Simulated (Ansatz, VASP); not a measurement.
# Two plane-wave programs on Zr2HS4

```
S Zr H
1.0
     7.29768    0.00000    0.00000
    -3.64884    6.31997    0.00000
     0.00000    0.00000   20.91715
S Zr H
8 4 2
Cartesian
  1.8244 1.0533 4.0000
  0.0000 4.2133 4.0000
  5.4733 1.0533 4.0000
  3.6488 4.2133 4.0000
  0.0000 2.1067 6.9172
  -1.8244 5.2666 6.9172
  3.6488 2.1067 6.9172
  1.8244 5.2666 6.9172
  0.0000 0.0000 5.4586
  -1.8244 3.1600 5.4586
  3.6488 0.0000 5.4586
  1.8244 3.1600 5.4586
  0.0000 4.6761 8.3272
  0.0000 5.8571 8.3272
```

Alike in both runs: task single point; functional PBE; dispersion D3(BJ); k mesh 6 × 6 × 1; occupations gaussian, width 0.05 eV; no spin polarisation.

|  | VASP | Ansatz |
| --- | --- | --- |
| version | VASP 6.6.1 | Ansatz 0.2.0 |
| potentials or method | VASP PAW PBE potentials, release 64 (S, Zr_sv, H), cutoff 400 eV | scalar-relativistic, plane waves, PAW |
| valence electrons in the cell | 98 | 98 |

VASP gave:

| Property | Result |
| --- | --- |
| gap on the k mesh at the Fermi level (eV) | 1.02 |
| least direct gap on the mesh (eV) | 1.08 |
| rms of the force components (eV/Å) | 0.989 |

Q: Estimate Ansatz's values.

A: gap on the k mesh at the Fermi level (eV): 1.02; least direct gap on the mesh (eV): 1.08; rms of the force components (eV/Å): 0.987.
